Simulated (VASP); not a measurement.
Wanted: the native input for a VASP 6.6.1 run.

| Quantity | Value |
| --- | --- |
| Task | single point |
| Functional | PBEsol |
| Potentials or basis | VASP PAW PBE potentials, release 64 (Ta_pv, K_sv, O) |
| Cutoff | 520 eV |
| k mesh | 7 × 7 × 7 |
| Occupations | fermi-dirac, width 0.05 eV |
| Spin | no spin polarisation |
| Dipole correction | no |
| Further INCAR settings | ALGO = Normal; EDIFF = 1e-07; NBANDS = 27 |

The structure of KTaO3 lies in POSCAR:

```
KTaO3
1.0
    3.9264646771      0.0000000000      0.0000000000
    0.0000000000      3.9264646771      0.0000000000
    0.0000000000      0.0000000000      3.9264646771
Ta K O
1 1 3
Direct
    0.0000000000      0.0000000000      0.0000000000
    0.5000000000      0.5000000000      0.5000000000
    0.0000000000      0.0000000000      0.5000000000
    0.0000000000      0.5000000000      0.0000000000
    0.5000000000      0.0000000000      0.0000000000
```

The input as run:

INCAR

```
SYSTEM = KTaO3
PREC = Accurate
ENCUT = 520
EDIFF = 1E-7
ISMEAR = -1
SIGMA = 0.05
LREAL = .False.
LASPH = .True.
NELM = 60
ALGO = Normal
ISIF = 2
LWAVE = .False.
LCHARG = .False.
GGA = PS
NBANDS = 27
```

KPOINTS

```
Automatic mesh
0
Gamma
  7 7 7
  0 0 0
```

Potentials or basis: VASP PAW PBE potentials, release 64 (Ta_pv, K_sv, O).

Command:

```bash
$ cat potpaw_PBE.64/Ta_pv/POTCAR potpaw_PBE.64/K_sv/POTCAR potpaw_PBE.64/O/POTCAR > POTCAR
$ mpirun -np 1 vasp_std > vasp.out
```

It gave:

* Pressure: 11.0 GPa
* Band gap on the k mesh: 2.24 eV (least direct gap 2.77 eV)

Caveat: the cell stands under pressure; the PAW data sets were made with another functional, which shifts forces and pressure a little; spin-orbit coupling is left out, which moves the levels of the heavy elements; an odd mesh through Γ misses points on the zone boundary, where band edges can lie.

Run time: 50 s on 1 thread of Intel Xeon 8259CL (shared host), peak memory 0.19 GiB.
